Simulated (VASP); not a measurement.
# Mo in VASP: single point with PBE

Aim: the single point of Mo with PBE.

Program: VASP 6.6.1. These are calculated values, not measurements. Logs are shortened: lines on timing, memory, paths and dates and some standing lists are left out, and cuts for length are marked.

## 1. The cell of the first run

The cell holds a slab with vacuum, 4 atoms: a = 3.217 Å, b = 3.217 Å, c = 24.870 Å, α = 90.00°, β = 90.00°, γ = 90.00°.

## 2. Single point, PBE

Contents of INCAR:

```
ALGO     = Normal         # electronic algorithm
DIPOL    = 0.5 0.5 0.651
EDIFF    = 1E-6           # SCF threshold, eV
ENCUT    = 400            # plane-wave cutoff, eV
GGA      = PE             # functional
GGA_COMPAT= F            
IDIPOL   = 3            
ISIF     = 2              # what is computed and relaxed
ISMEAR   = 1              # smearing method
LASPH    = T              # aspherical terms in the spheres
LCHARG   = T              # write CHGCAR
LDIPOL   = T            
LELF     = T              # ELF
LREAL    = F              # projectors in reciprocal space
LVACPOTAV= T            
LVHAR    = T            
LWAVE    = F              # write WAVECAR
NBANDS   = 36             # bands
NELM     = 120            # most SCF steps
NELMDL   = -8           
PREC     = Accurate       # precision mode
SIGMA    = 0.1            # smearing width, eV
```

Contents of KPOINTS:

```
k-points
0
Gamma
  10 10 1
```

Contents of POSCAR:

```
Mo
1.0
    3.2165956272      0.0000000000      0.0000000000
    0.0000000000      3.2165956272      0.0000000000
    0.0000000000      0.0000000000     24.8702485245
Mo
4
Direct
    0.0000000000      0.0000000000      0.5616087493
    0.5000000000      0.5000000000      0.6189002011
    0.0000000000      0.0000000000      0.6859828576
    0.5000000000      0.5000000000      0.7385939870
```

Potentials or basis: VASP PAW PBE potentials, release 64 (Mo_sv).

Launch:

```
> cat potpaw_PBE.64/Mo_sv/POTCAR > POTCAR
> mpirun -np 1 vasp_std > vasp.out
```

OUTCAR:

```text
EDIFF = 1E-6
   ENCUT = 400
   GGA = PE
   ISIF = 2
   ISMEAR = 1
   LASPH = T
   LREAL = F
   NELM = 120
   NELMDL = -8
   PREC = Accurate

 ion  position               nearest neighbor table
   1  0.000  0.000  0.562-   2 2.68   2 2.68   2 2.68   2 2.68   3 3.09
   2  0.500  0.500  0.619-   1 2.68   1 2.68   1 2.68   1 2.68   3 2.82   3 2.82   3 2.82   3 2.82
                             4 2.98
   3  0.000  0.000  0.686-   4 2.62   4 2.62   4 2.62   4 2.62   2 2.82   2 2.82   2 2.82   2 2.82
                             1 3.09
   4  0.500  0.500  0.739-   3 2.62   3 2.62   3 2.62   3 2.62   2 2.98

  LATTYP: Found a simple tetragonal cell.
 ALAT       =     3.2165956272
 C/A-ratio  =     7.7318542356

  Lattice vectors:

 A1 = (   3.2165956272,   0.0000000000,   0.0000000000)
 A2 = (   0.0000000000,   3.2165956272,   0.0000000000)
 A3 = (   0.0000000000,   0.0000000000,  24.8702485245)

Analysis of symmetry for initial positions (statically):
=====================================================================
 Subroutine PRICEL returns:
 Original cell was already a primitive cell.

 Routine SETGRP: Setting up the symmetry group for a
 simple tetragonal supercell.

 Subroutine GETGRP returns: Found  8 space group operations
 (whereof  8 operations were pure point group operations)
 out of a pool of 16 trial point group operations.

The static configuration has the point symmetry C_4v.

Analysis of symmetry for dynamics (positions and initial velocities):
=====================================================================
 Subroutine PRICEL returns:
 Original cell was already a primitive cell.

 Routine SETGRP: Setting up the symmetry group for a
 simple tetragonal supercell.

 Subroutine GETGRP returns: Found  8 space group operations
 (whereof  8 operations were pure point group operations)
 out of a pool of 16 trial point group operations.

The dynamic configuration has the point symmetry C_4v.

 Subroutine INISYM returns: Found  8 space group operations
 (whereof  8 operations are pure point group operations),
 and found     1 'primitive' translations

----------------------------------------------------------------------------------------

                                     Primitive cell

  volume of cell :     257.3197

  direct lattice vectors                    reciprocal lattice vectors
     3.216595627  0.000000000  0.000000000     0.310887695  0.000000000  0.000000000
     0.000000000  3.216595627  0.000000000     0.000000000  0.310887695  0.000000000
     0.000000000  0.000000000 24.870248524     0.000000000  0.000000000  0.040208685

  length of vectors
     3.216595627  3.216595627 24.870248524     0.310887695  0.310887695  0.040208685

  position of ions in fractional coordinates (direct lattice)
     0.000000000  0.000000000  0.561608749
     0.500000000  0.500000000  0.618900201
     0.000000000  0.000000000  0.685982858
     0.500000000  0.500000000  0.738593987

  ion indices of the primitive-cell ions
   primitive index   ion index
                 1           1
                 2           2
                 3           3
                 4           4

----------------------------------------------------------------------------------------

 KPOINTS: k-points

Automatic generation of k-mesh.
 Grid dimensions read from file:
 generate k-points for:   10   10    1

 Generating k-lattice:

  Cartesian coordinates                     Fractional coordinates (reciprocal lattice)
     0.031088769  0.000000000  0.000000000     0.100000000  0.000000000  0.000000000
     0.000000000  0.031088769  0.000000000     0.000000000  0.100000000  0.000000000
     0.000000000  0.000000000  0.040208685     0.000000000  0.000000000  1.000000000

  Length of vectors
     0.031088769  0.031088769  0.040208685

  Shift w.r.t. Gamma in fractional coordinates (k-lattice)
     0.000000000  0.000000000  0.000000000

 Subroutine IBZKPT returns following result:
 ===========================================

 Found     21 irreducible k-points:

 Following reciprocal coordinates:
            Coordinates               Weight
  0.000000  0.000000  0.000000      1.000000
  0.100000  0.000000  0.000000      4.000000
  0.200000  0.000000  0.000000      4.000000
  0.300000  0.000000  0.000000      4.000000
  0.400000  0.000000  0.000000      4.000000
  0.500000  0.000000  0.000000      2.000000
[... 13 lines left out ...]
  0.500000  0.400000  0.000000      4.000000
  0.500000  0.500000  0.000000      1.000000
   k-points           NKPTS =     21   k-points in BZ     NKDIM =     21   number of bands    NBANDS=     36
   number of dos      NEDOS =    301   number of ions     NIONS =      4
   total plane-waves  NPLWV =  93312
   dimension x,y,z NGX =    24 NGY =   24 NGZ =  162
   dimension x,y,z NGXF=    48 NGYF=   48 NGZF=  324
   ions per type =               4
   NGX,Y,Z   is equivalent  to a cutoff of  12.40, 12.40, 10.83 a.u.
   NGXF,Y,Z  is equivalent  to a cutoff of  24.81, 24.81, 21.66 a.u.
 SYSTEM =  unknown system
   PREC   = accura    normal or accurate (medium, high low for compatibility)
   ISTART =      0    job   : 0-new  1-cont  2-samecut
   ICHARG =      2    charge: 1-file 2-atom 10-const
   ISPIN  =      1    spin polarized calculation?
   LNONCOLLINEAR =      F non collinear calculations
   LSORBIT =      F    spin-orbit coupling
   LASPH  =      T    aspherical Exc in radial PAW
   ENCUT  =  400.0 eV  29.40 Ry    5.42 a.u.   5.25  5.25 40.56*2*pi/ulx,y,z
   NELM   =    120;   NELMIN=  2; NELMDL= -8     # of ELM steps
   EDIFF  = 0.1E-05   stopping-criterion for ELM
   LREAL  =      F    real-space projection
[... 7 lines left out ...]
   TEBEG  =    0.0;   TEEND  =   0.0 temperature during run
   PSTRESS=    0.0 pullay stress
   NELECT =      56.0000    total number of electrons
   NUPDOWN=      -1.0000    fix difference up-down
   EMIN   =  10.00;   EMAX   =-10.00  energy-range for DOS
   EFERMI =   0.00;   METHOD = LEGACY
   ISMEAR =     1;   SIGMA  =   0.10  broadening in eV -4-tet -1-fermi 0-gaus
   EFERMI_NEDOS =   21; number of points for ismear=-14 and -15
   IALGO  =     38    algorithm
   IMIX   =      4    mixing-type and parameters
     AMIX     =   0.40;   BMIX     =  1.00
     AMIX_MAG =   1.60;   BMIX_MAG =  1.00
  volume/ion in A,a.u.               =      64.33       434.12
  Fermi-wavevector in a.u.,A,eV,Ry     =   0.984721  1.860853 13.193233  0.969675
  Thomas-Fermi vector in A             =   2.115975
   LORBIT       =      0    0 simple, 1 ext, 2 COOP (PROOUT), +10 PAW based schemes
   GGA     = PE    functional components
   LHFCALC =     F    Hartree Fock is set to
   AEXX    =    0.0000 exact exchange contribution
   IVDW    =     0    specifies the selected vdW correction
   LEPSILON=     F    determine dielectric tensor
   LRPA    =     F    only Hartree local field effects (RPA)
 non-spin polarized calculation
 Methfessel and Paxton  Order N= 1 SIGMA  =   0.10
  energy-cutoff  :      400.00
  volume of cell :      257.32
 maximum number of plane-waves:      4737
 NGX is ok and might be reduce to    24
   NGX = 11   NGY = 11   NGZ = 81

 dipolmoment           0.000000      0.000000     -0.001109 electrons x Angstroem

 number of electron      56.0000006 magnetization

 dipolmoment           0.000000      0.000000      0.005138 electrons x Angstroem

 Free energy of the ion-electron system (eV)
  ---------------------------------------------------
  ext. energy  EPLUGINS =         0.00000000
  ---------------------------------------------------
  free energy    TOTEN  =       -39.56170073 eV

  energy without entropy =      -39.55684548  energy(sigma->0) =      -39.56008231

 E-fermi :   0.1676     XC(G=0):  -4.1985

 val. band max:        0.1655777240   @ k =   0.1000   0.1000   0.0000
 cond. band min:       0.1749082644   @ k =   0.5000   0.3000   0.0000
 fundamental gap:      0.0093305404
 Fermi energy:         0.1676453785

 k-point     1 :       0.0000    0.0000    0.0000
  band No.  band energies     occupation
      1     -60.7531      2.00000
      2     -60.6128      2.00000
      3     -60.3290      2.00000
      4     -60.2131      2.00000
      5     -34.9851      2.00000
      6     -34.9851      2.00000
[... 28 lines left out ...]
     35       2.3078      0.00000
     36       2.9194      0.00000

 k-point     2 :       0.1000    0.0000    0.0000
  band No.  band energies     occupation
      1     -60.7437      2.00000
      2     -60.6081      2.00000
      3     -60.3325      2.00000
      4     -60.2183      2.00000
      5     -35.0383      2.00000
      6     -34.9706      2.00000
[... 28 lines left out ...]
     35       2.1826      0.00000
     36       2.4216      0.00000

 k-point     3 :       0.2000    0.0000    0.0000
  band No.  band energies     occupation
      1     -60.7171      2.00000
      2     -60.5959      2.00000
      3     -60.3425      2.00000
      4     -60.2327      2.00000
      5     -35.1289      2.00000
      6     -35.0730      2.00000
[... 28 lines left out ...]
     35       2.3644      0.00000
     36       2.3800      0.00000
[... 625 lines left out ...]
 k-point    20 :       0.5000    0.4000    0.0000
  band No.  band energies     occupation
      1     -60.6013      2.00000
      2     -60.5658      2.00000
      3     -60.3609      2.00000
      4     -60.2635      2.00000
      5     -35.3206      2.00000
      6     -35.3134      2.00000
[... 28 lines left out ...]
     35       2.7866      0.00000
     36       2.8128      0.00000

 k-point    21 :       0.5000    0.5000    0.0000
  band No.  band energies     occupation
      1     -60.5997      2.00000
      2     -60.5642      2.00000
      3     -60.3594      2.00000
      4     -60.2620      2.00000
      5     -35.3455      2.00000
      6     -35.3455      2.00000
[... 28 lines left out ...]
     35       2.8640      0.00000
     36       2.8896      0.00000

------------------------ aborting loop because EDIFF is reached ----------------------------------------

  FORCE on cell =-STRESS in cart. coord.  units (eV):
  Direction    XX          YY          ZZ          XY          YZ          ZX
  --------------------------------------------------------------------------------------
  -------------------------------------------------------------------------------------
  Total       -6.4551809     -6.4551809     -1.6733166      0.0000000      0.0000000      0.0000000
  in kB      -40.1925853    -40.1925853    -10.4187508      0.0000000      0.0000000      0.0000000
  external PRESSURE =     -30.2679738 kB  Pullay stress =       0.0000000 kB

 VOLUME and BASIS-vectors are now :
 -----------------------------------------------------------------------------
  energy-cutoff  :      400.00
  volume of cell :      257.32
      direct lattice vectors                 reciprocal lattice vectors
     3.216595627  0.000000000  0.000000000     0.310887695  0.000000000  0.000000000
     0.000000000  3.216595627  0.000000000     0.000000000  0.310887695  0.000000000
     0.000000000  0.000000000 24.870248524     0.000000000  0.000000000  0.040208685

 POSITION                                       TOTAL-FORCE (eV/Angst)
 -----------------------------------------------------------------------------------
      0.00000      0.00000     13.96735        -0.000000     -0.000000      1.099336
      1.60830      1.60830     15.39220        -0.000000      0.000000     -1.228888
      0.00000      0.00000     17.06056        -0.000000     -0.000000      0.063909
      1.60830      1.60830     18.36902         0.000000     -0.000000      0.065642
 -----------------------------------------------------------------------------------
    total drift:                                0.000000      0.000000     -0.000042

  FREE ENERGIE OF THE ION-ELECTRON SYSTEM (eV)
  ---------------------------------------------------
  free  energy   TOTEN  =       -39.5617007274 eV

  energy  without entropy=      -39.5568454818  energy(sigma->0) =      -39.56008231

 vacuum level on the upper side and lower side of the slab         4.032         3.942
```

Wall time 4.4 min (1 thread of Intel Xeon Platinum 8259CL at 2.50GHz (Skylake/Cascade Lake), shared host); peak memory 0.34 GiB.

Results:

```yaml
Free_energy: -39.5617 eV
Largest_force: 1.229 eV/Å
Band_gap_on_the_k_mesh: zero (bands 28 and 29 overlap by 1.58 eV)
```

Forces on the atoms (eV/Å):
```
Mo   0.000  0.000  1.099
Mo   0.000  0.000 -1.229
Mo   0.000  0.000  0.064
Mo   0.000  0.000  0.066
```

Levels at points of the mesh, in eV from the Fermi level:
```
           k point  band 26  band 27  band 28  band 29  band 30  band 31
(0.00, 0.00, 0.00)    -0.29    -0.29    -0.22    -0.04    -0.03     0.16
(0.50, 0.00, 0.00)    -0.92    -0.09    -0.07     0.95     1.23     1.61
(0.50, 0.50, 0.00)    -1.06     1.29     1.39     1.39     1.43     2.02
```
